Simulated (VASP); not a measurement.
Write the native input for VASP 6.6.1 that does the following.

* Task: single point
* Functional: PBEsol
* Potentials or basis: VASP PAW PBE potentials, release 64 (Ba_sv, O)
* Cutoff: 600 eV
* k mesh: 6 × 6 × 6
* Occupations: gaussian, width 0.01 eV
* Spin: no spin polarisation
* Dipole correction: no
* Further INCAR settings: ALGO = Normal; EDIFF = 1e-06; NBANDS = 15

The structure of BaO lies in POSCAR:

```
BaO
1.0
    0.0000000000      2.6938617990      2.6938617990
    2.6938617990      0.0000000000      2.6938617990
    2.6938617990      2.6938617990      0.0000000000
Ba O
1 1
Direct
    0.0000000000      0.0000000000      0.0000000000
    0.5000000000      0.5000000000      0.5000000000
```

The input as run:

INCAR

```
SYSTEM = BaO
  PREC = Accurate
  ENCUT = 600
  EDIFF = 1E-6
  ISMEAR = 0
  SIGMA = 0.01
  LREAL = .False.
  LASPH = .True.
  NELM = 120
  ALGO = Normal
  ISIF = 2
  LWAVE = .False.
  LCHARG = .False.
  GGA = PS
  NBANDS = 15
  GGA_COMPAT = .False.
```

KPOINTS

```
Automatic mesh
0
Gamma
  6 6 6
  0 0 0
```

Potentials or basis: VASP PAW PBE potentials, release 64 (Ba_sv, O).

The run is started by

```sh
$ cat potpaw_PBE.64/Ba_sv/POTCAR potpaw_PBE.64/O/POTCAR > POTCAR
$ mpirun -np 1 vasp_std > vasp.out
```

It gave:

```yaml
Pressure: 7.3 GPa
Band_gap_on_the_k_mesh: 1.53 eV, direct
```

Caveat: the PAW data sets were made with another functional, which shifts forces and pressure a little; spin-orbit coupling is left out, which moves the levels of the heavy elements.

Wall time 6.6 s on 1 thread of Intel(R) Xeon(R) 6975P-C (Granite Rapids), with other jobs on the host, peak memory 0.17 GiB.
